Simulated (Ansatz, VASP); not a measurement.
## Os: VASP beside Ansatz

```
Os
1.0
     2.67423    0.00000    0.00000
    -1.33711    2.31595    0.00000
     0.00000    0.00000    5.63737
Os
2
Direct
  0.00000 0.00000 0.29629
  0.00000 0.00000 0.70371
```

Alike in both runs: functional PBE; k mesh 6 × 6 × 4; occupations gaussian, width 0.1 eV; no spin polarisation.

Ansatz relaxed the structure, and its values are those at the end. VASP's run is a single point on that final structure, the one shown.

```csv
,VASP,Ansatz
version,VASP 6.6.1,Ansatz 0.2.0
potentials or method,"VASP PAW PBE potentials, release 64 (Os_sv_GW), cutoff 560 eV","scalar-relativistic, plane waves, PAW"
valence electrons in the cell,32,32
```

```tsv
	VASP	Ansatz	Ansatz less VASP
gap on the k mesh at the Fermi level (eV)	none	none	-
pressure (GPa)	-1.0	-0.1	+0.95
rms of the force components (eV/Å)	0.046	0.000	-0.0459
```

A gap of «none» marks a metal or a gap that the smearing closes.

The k mesh is coarse, so the values compare programs but aren't converged. Spin-orbit coupling is off throughout.
